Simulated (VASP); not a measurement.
# Fe (Im-3m) in VASP: further runs

Runs on Fe. Level: PBEsol. Tasks: relaxation of cell and atoms.

Program: VASP 6.6.1. These are calculated values, not measurements. Logs are shortened: lines on timing, memory, paths and dates and some standing lists are left out, and cuts for length are marked.

### 1 The cell of the first run

Symmetry: Im-3m, No. 229, cubic system. Conventional cell: a = 2.781 Å, b = 2.781 Å, c = 2.781 Å, α = 90.00°, β = 90.00°, γ = 90.00°. Within 3.2 Å of Fe (site symmetry m-3m) lie 14 Fe at 2.41 to 2.78 Å.

### 2 Relaxation of cell and atoms, PBEsol, collinear spin, ferromagnetic start, target pressure 1.5 GPa, at which the enthalpy is minimised

File INCAR:

```
SYSTEM = Fe
  ALGO = Normal
  EDIFF = 1E-7
  EDIFFG = -0.005
  ENCUT = 600
  GGA = PS
  IBRION = 2
  ISIF = 3
  ISMEAR = -1
  ISPIN = 2
  LASPH = .True.
  LCHARG = .False.
  LMAXMIX = 4
  LORBIT = 11
  LREAL = .False.
  LWAVE = .False.
  MAGMOM = 2.5
  NELM = 150
  NSW = 60
  PREC = Accurate
  PSTRESS = 15.0
  SIGMA = 0.1
```

File KPOINTS:

```
k-points
0
Gamma
  19 19 19
  0 0 0
```

File POSCAR:

```
Fe
1.0
   -1.3906980730      1.3906980730      1.3906980730
    1.3906980730     -1.3906980730      1.3906980730
    1.3906980730      1.3906980730     -1.3906980730
Fe
1
Direct
    0.0000000000      0.0000000000      0.0000000000
```

Potentials or basis: VASP PAW PBE potentials, release 64 (Fe).

On the command line:

```bash
$ cat potpaw_PBE.64/Fe/POTCAR > POTCAR
$ mpirun -np 1 vasp_std > vasp.out
```

OUTCAR:

```text
SYSTEM = Fe
   EDIFF = 1E-7
   EDIFFG = -0.005
   ENCUT = 600
   GGA = PS
   IBRION = 2
   ISIF = 3
   ISMEAR = -1
   ISPIN = 2
   LASPH = .True.
   LORBIT = 11
   LREAL = .False.
   NELM = 150
   NSW = 60
   PREC = Accurate
   PSTRESS = 15.0

 ion  position               nearest neighbor table
   1  0.000  0.000  0.000-

  LATTYP: Found a body centered cubic cell.
 ALAT       =     2.7813961460

  Lattice vectors:

 A1 = (  -1.3906980730,   1.3906980730,   1.3906980730)
 A2 = (   1.3906980730,  -1.3906980730,   1.3906980730)
 A3 = (   1.3906980730,   1.3906980730,  -1.3906980730)

Analysis of symmetry for initial positions (statically):
=====================================================================
 Subroutine PRICEL returns:
 Original cell was already a primitive cell.

 Routine SETGRP: Setting up the symmetry group for a
 body centered cubic supercell.

 Subroutine GETGRP returns: Found 48 space group operations
 (whereof 48 operations were pure point group operations)
 out of a pool of 48 trial point group operations.

The static configuration has the point symmetry O_h .

Analysis of symmetry for dynamics (positions and initial velocities):
=====================================================================
 Subroutine PRICEL returns:
 Original cell was already a primitive cell.

 Routine SETGRP: Setting up the symmetry group for a
 body centered cubic supercell.

 Subroutine GETGRP returns: Found 48 space group operations
 (whereof 48 operations were pure point group operations)
 out of a pool of 48 trial point group operations.

The dynamic configuration has the point symmetry O_h .

Analysis of structural, dynamic, and magnetic symmetry:
=====================================================================
 Subroutine PRICEL returns:
 Original cell was already a primitive cell.

 Routine SETGRP: Setting up the symmetry group for a
 body centered cubic supercell.

 Subroutine GETGRP returns: Found 48 space group operations
 (whereof 48 operations were pure point group operations)
 out of a pool of 48 trial point group operations.

The overall configuration has the point symmetry O_h .

 Subroutine INISYM returns: Found 48 space group operations
 (whereof 48 operations are pure point group operations),
 and found     1 'primitive' translations

----------------------------------------------------------------------------------------

                                     Primitive cell

  volume of cell :      10.7587

  direct lattice vectors                    reciprocal lattice vectors
    -1.390698073  1.390698073  1.390698073     0.000000000  0.359531670  0.359531670
     1.390698073 -1.390698073  1.390698073     0.359531670  0.000000000  0.359531670
     1.390698073  1.390698073 -1.390698073     0.359531670  0.359531670  0.000000000

  length of vectors
     2.408759720  2.408759720  2.408759720     0.508454563  0.508454563  0.508454563

  position of ions in fractional coordinates (direct lattice)
     0.000000000  0.000000000  0.000000000

  ion indices of the primitive-cell ions
   primitive index   ion index
                 1           1

----------------------------------------------------------------------------------------

 KPOINTS: k-points

Automatic generation of k-mesh.
 Grid dimensions read from file:
 generate k-points for:   19   19   19

 Generating k-lattice:

  Cartesian coordinates                     Fractional coordinates (reciprocal lattice)
     0.000000000  0.018922719  0.018922719     0.052631579  0.000000000  0.000000000
     0.018922719  0.000000000  0.018922719     0.000000000  0.052631579  0.000000000
     0.018922719  0.018922719  0.000000000     0.000000000  0.000000000  0.052631579

  Length of vectors
     0.026760766  0.026760766  0.026760766

  Shift w.r.t. Gamma in fractional coordinates (k-lattice)
     0.000000000  0.000000000  0.000000000

 Subroutine IBZKPT returns following result:
 ===========================================

 Found    220 irreducible k-points:

 Following reciprocal coordinates:
            Coordinates               Weight
  0.000000  0.000000  0.000000      1.000000
  0.052632  0.000000  0.000000     12.000000
  0.105263  0.000000  0.000000     12.000000
  0.157895  0.000000  0.000000     12.000000
  0.210526  0.000000  0.000000     12.000000
  0.263158  0.000000  0.000000     12.000000
[... 16 lines left out ...]
  0.263158  0.105263  0.000000     48.000000
  0.315789  0.105263  0.000000     48.000000
 [... further k-points ...]
   k-points           NKPTS =    220   k-points in BZ     NKDIM =    220   number of bands    NBANDS=      9
   number of dos      NEDOS =    301   number of ions     NIONS =      1
   total plane-waves  NPLWV =   8000
   dimension x,y,z NGX =    20 NGY =   20 NGZ =   20
   dimension x,y,z NGXF=    40 NGYF=   40 NGZF=   40
   ions per type =               1
   NGX,Y,Z   is equivalent  to a cutoff of  13.80, 13.80, 13.80 a.u.
   NGXF,Y,Z  is equivalent  to a cutoff of  27.61, 27.61, 27.61 a.u.
 SYSTEM =  Fe
   PREC   = accura    normal or accurate (medium, high low for compatibility)
   ISTART =      0    job   : 0-new  1-cont  2-samecut
   ICHARG =      2    charge: 1-file 2-atom 10-const
   ISPIN  =      2    spin polarized calculation?
   LNONCOLLINEAR =      F non collinear calculations
   LSORBIT =      F    spin-orbit coupling
   LASPH  =      T    aspherical Exc in radial PAW
   ENCUT  =  600.0 eV  44.10 Ry    6.64 a.u.   4.81  4.81  4.81*2*pi/ulx,y,z
   NELM   =    150;   NELMIN=  2; NELMDL= -5     # of ELM steps
   EDIFF  = 0.1E-06   stopping-criterion for ELM
   LREAL  =      F    real-space projection
   EDIFFG = -.5E-02   stopping-criterion for IOM
   NSW    =     60    number of steps for IOM
   IBRION =      2    ionic relax: 0-MD 1-quasi-New 2-CG
   NFREE  =      1    steps in history (QN), initial steepest desc. (CG)
   ISIF   =      3    stress and relaxation
   ISYM   =      2    0-nonsym 1-usesym 2-fastsym
   POTIM  = 0.5000    time-step for ionic-motion
   TEBEG  =    0.0;   TEEND  =   0.0 temperature during run
   PSTRESS=   15.0 pullay stress
   NELECT =       8.0000    total number of electrons
   NUPDOWN=      -1.0000    fix difference up-down
   EMIN   =  10.00;   EMAX   =-10.00  energy-range for DOS
   EFERMI =   0.00;   METHOD = LEGACY
   ISMEAR =    -1;   SIGMA  =   0.10  broadening in eV -4-tet -1-fermi 0-gaus
   EFERMI_NEDOS =   21; number of points for ismear=-14 and -15
   IALGO  =     38    algorithm
   IMIX   =      4    mixing-type and parameters
     AMIX     =   0.40;   BMIX     =  1.00
     AMIX_MAG =   1.60;   BMIX_MAG =  1.00
  volume/ion in A,a.u.               =      10.76        72.60
  Fermi-wavevector in a.u.,A,eV,Ry     =   1.483151  2.802749 29.929229  2.199736
  Thomas-Fermi vector in A             =   2.596848
   LORBIT       =     11    0 simple, 1 ext, 2 COOP (PROOUT), +10 PAW based schemes
   GGA     = PS    functional components
   LHFCALC =     F    Hartree Fock is set to
   AEXX    =    0.0000 exact exchange contribution
   IVDW    =     0    specifies the selected vdW correction
   LEPSILON=     F    determine dielectric tensor
   LRPA    =     F    only Hartree local field effects (RPA)
 conjugate gradient relaxation of ions
 spin polarized calculation
  energy-cutoff  :      600.00
  volume of cell :       10.76
 maximum number of plane-waves:       370
   NGX =  9   NGY =  9   NGZ =  9

--------------------------------------- Ionic step        1  -------------------------------------------

 number of electron       7.9999999 magnetization       2.0956220

 Free energy of the ion-electron system (eV)
  ---------------------------------------------------
  ext. energy  EPLUGINS =         0.00000000
  ---------------------------------------------------
  free energy    TOTEN  =        -8.93281733 eV

  energy without entropy =       -8.90034547  energy(sigma->0) =       -8.91658140

------------------------ aborting loop because EDIFF is reached ----------------------------------------

  FORCE on cell =-STRESS in cart. coord.  units (eV):
  Direction    XX          YY          ZZ          XY          YZ          ZX
  --------------------------------------------------------------------------------------
  -------------------------------------------------------------------------------------
  Total        0.0955887      0.0955887      0.0955887      0.0000000      0.0000000      0.0000000
  in kB       14.2350339     14.2350339     14.2350339      0.0000000      0.0000000      0.0000000
  external PRESSURE =      -0.7649661 kB  Pullay stress =      15.0000000 kB

 VOLUME and BASIS-vectors are now :
 -----------------------------------------------------------------------------
  energy-cutoff  :      600.00
  volume of cell :       10.76
      direct lattice vectors                 reciprocal lattice vectors
    -1.390698073  1.390698073  1.390698073     0.000000000  0.359531670  0.359531670
     1.390698073 -1.390698073  1.390698073     0.359531670  0.000000000  0.359531670
     1.390698073  1.390698073 -1.390698073     0.359531670  0.359531670  0.000000000
[... 44 lines left out ...]
  FREE ENERGIE OF THE ION-ELECTRON SYSTEM (eV)
  ---------------------------------------------------
  free  energy   TOTEN  =        -8.9327431512 eV

  energy  without entropy=       -8.9002654486  energy(sigma->0) =       -8.91650430

  enthalpy is  TOTEN    =        -8.8320925630 eV   P V=        0.1006505882

--------------------------------------- Ionic step        3  -------------------------------------------

 number of electron       7.9999998 magnetization       2.0948149

 Free energy of the ion-electron system (eV)
  ---------------------------------------------------
  ext. energy  EPLUGINS =         0.00000000
  ---------------------------------------------------
  free energy    TOTEN  =        -8.93277197 eV

  energy without entropy =       -8.90029718  energy(sigma->0) =       -8.91653457

 E-fermi :   6.2923     XC(G=0): -13.5936

 val. band max:        6.2882248350   @ k =   0.2105   0.1053   0.0526
 cond. band min:       6.2928728239   @ k =   0.1579   0.0000   0.0000
 fundamental gap:      0.0046479889
 Fermi energy:         6.2923025301

 spin component 1

 k-point     1 :       0.0000    0.0000    0.0000
  band No.  band energies     occupation
      1      -2.6021      1.00000
      2       3.8391      1.00000
      3       3.8391      1.00000
      4       3.8391      1.00000
      5       5.2170      0.99998
      6       5.2170      0.99998
      7      31.7123      0.00000
      8      31.7123      0.00000
      9      31.7123      0.00000

 k-point     2 :       0.0526    0.0000    0.0000
  band No.  band energies     occupation
      1      -2.4819      1.00000
      2       3.8043      1.00000
      3       3.8365      1.00000
      4       3.9066      1.00000
      5       5.1813      0.99999
      6       5.2198      0.99998
      7      30.9625      0.00000
      8      31.5568      0.00000
      9      31.6478      0.00000
[... 253 lines left out ...]
 k-point    24 :       0.3158    0.1053    0.0000
  band No.  band energies     occupation
      1       1.1638      1.00000
      2       2.8526      1.00000
      3       4.0234      1.00000
      4       5.1649      0.99999
      5       5.5646      0.99931
      6       6.9271      0.00175
      7      17.5124      0.00000
      8      23.8401      0.00000
      9      27.3854      0.00000

 [... further k-points ...]

 spin component 2

 k-point     1 :       0.0000    0.0000    0.0000
  band No.  band energies     occupation
      1      -2.3328      1.00000
      2       5.6656      0.99811
      3       5.6656      0.99811
      4       5.6656      0.99811
      5       7.7758      0.00000
      6       7.7758      0.00000
      7      31.6459      0.00000
      8      31.6460      0.00000
      9      31.6460      0.00000

 k-point     2 :       0.0526    0.0000    0.0000
  band No.  band energies     occupation
      1      -2.2120      1.00000
      2       5.6246      0.99874
      3       5.6589      0.99823
      4       5.7383      0.99609
      5       7.7304      0.00000
      6       7.7788      0.00000
      7      31.0049      0.00000
      8      31.5215      0.00000
      9      31.6195      0.00000
[... 286 lines left out ...]
 POSITION                                       TOTAL-FORCE (eV/Angst)
 -----------------------------------------------------------------------------------
      0.00000      0.00000     -0.00000        -0.000000     -0.000000      0.000000
 -----------------------------------------------------------------------------------
    total drift:                               -0.000000     -0.000000      0.000000

  FREE ENERGIE OF THE ION-ELECTRON SYSTEM (eV)
  ---------------------------------------------------
  free  energy   TOTEN  =        -8.9327719689 eV

  energy  without entropy=       -8.9002971778  energy(sigma->0) =       -8.91653457

  enthalpy is  TOTEN    =        -8.8320933564 eV   P V=        0.1006786125

 reached required accuracy - stopping structural energy minimisation

 total charge

# of ion       s       p       d       tot
------------------------------------------
    1        0.514   0.595   6.284   7.394

 magnetization (x)

# of ion       s       p       d       tot
------------------------------------------
    1       -0.012  -0.049   2.136   2.075
```

Wall time 3.2 min (1 thread of AMD EPYC 7R13, shared host); peak memory 0.14 GiB.

Results:

```yaml
Free_energy: -8.9328 eV
Relaxed_volume: 10.75 Å³/atom
Relaxed_cell: a = 2.408 Å, b = 2.408 Å, c = 2.408 Å, α = 109.47°, β = 109.47°, γ = 109.47°
Space_group_after_relaxing_to_0.05_Å: Im-3m (No. 229)
Energy_change_on_relaxing_the_enthalpy_is_what_falls: +0.0 meV/atom
Ionic_steps: 3
Pressure_after_relaxing: 1.5 GPa
Net_moment: 2.09 μB per cell
Site_moments: Fe +2.08 μB
Valence_electrons_inside_the_program's_atomic_spheres: Fe 7.39
```

Final structure:
```cif
data_structure
_symmetry_space_group_name_H-M 'P 1'
_symmetry_Int_Tables_number 1
_cell_length_a 2.4084
_cell_length_b 2.4084
_cell_length_c 2.4084
_cell_angle_alpha 109.471
_cell_angle_beta 109.471
_cell_angle_gamma 109.471
_cell_volume 10.75
loop_
_atom_site_label
_atom_site_type_symbol
_atom_site_fract_x
_atom_site_fract_y
_atom_site_fract_z
_atom_site_occupancy
Fe1 Fe 0.00000 0.00000 0.00000 1
```

Caveat: the cell is relaxed towards a set pressure, so the enthalpy falls and the energy may rise; the PAW data sets were made with another functional, which shifts forces and pressure a little.

(Continued in part 2 of 2.)
